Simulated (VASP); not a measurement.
Wanted: the native input for a VASP 6.6.1 run.

```
Task                   : single point
Functional             : PBEsol
Potentials or basis    : VASP PAW PBE potentials, release 64 (Pt, Mn_pv)
Cutoff                 : 520 eV
k mesh                 : 11 × 11 × 4
Occupations            : fermi-dirac, width 0.05 eV
Spin                   : collinear spin, ferromagnetic start
Starting moments       : [0.0, 0.0, 4.0] μB
Dipole correction      : no
Further INCAR settings : ALGO = Normal; EDIFF = 1e-06; NBANDS = 28
```

The structure of MnPt2 lies in POSCAR:

```
MnPt2
1.0
    2.7433026850      0.0000000000      0.0000000000
   -1.3716513425      2.3757698155      0.0000000000
    0.0000000000      0.0000000000      6.5159328433
Pt Mn
2 1
Direct
    0.6666666667      0.3333333333      0.3179338111
    0.3333333333      0.6666666667      0.6820661889
    0.0000000000      0.0000000000      0.0000000000
```

These files were run (other wordings do the same):

INCAR

```
SYSTEM = MnPt2
PREC     = Accurate       ! precision mode
ENCUT    = 520            ! plane-wave cutoff, eV
EDIFF    = 1E-6           ! SCF threshold, eV
ISMEAR   = -1             ! smearing method
SIGMA    = 0.05           ! smearing width, eV
LREAL    = .FALSE.        ! projectors in reciprocal space
LASPH    = .TRUE.         ! aspherical terms in the spheres
NELM     = 150            ! most SCF steps
ALGO     = Normal         ! electronic algorithm
ISIF     = 2              ! what is computed and relaxed
LWAVE    = .FALSE.        ! write WAVECAR
LCHARG   = .FALSE.        ! write CHGCAR
ISPIN    = 2              ! spin polarisation
MAGMOM   = 0 0 4          ! initial moments
LORBIT   = 11             ! projections on sites
LMAXMIX  = 4              ! l up to which the mixer works
GGA      = PS             ! functional
NBANDS   = 28             ! bands
```

KPOINTS

```
Automatic mesh
0
G
  11 11 4
  0 0 0
```

Potentials or basis: VASP PAW PBE potentials, release 64 (Pt, Mn_pv).

Launch:

```bash
$ cat potpaw_PBE.64/Pt/POTCAR potpaw_PBE.64/Mn_pv/POTCAR > POTCAR
$ mpirun -np 1 vasp_std > vasp.out
```

It gave:

- Pressure: 5.0 GPa
- Largest force: 0.015 eV/Å
- Net moment: 3.94 μB per cell
- Site moments: Pt +0.22; Mn +3.34 μB
- Valence electrons inside the program's atomic spheres: Pt 9.40; Mn 11.67

Caveat: the PAW data sets were made with another functional, which shifts forces and pressure a little.

Run time: 67 s on 1 thread of AMD EPYC 9R45 96-Core Processor (Zen 5) (shared host), peak memory 0.21 GiB.
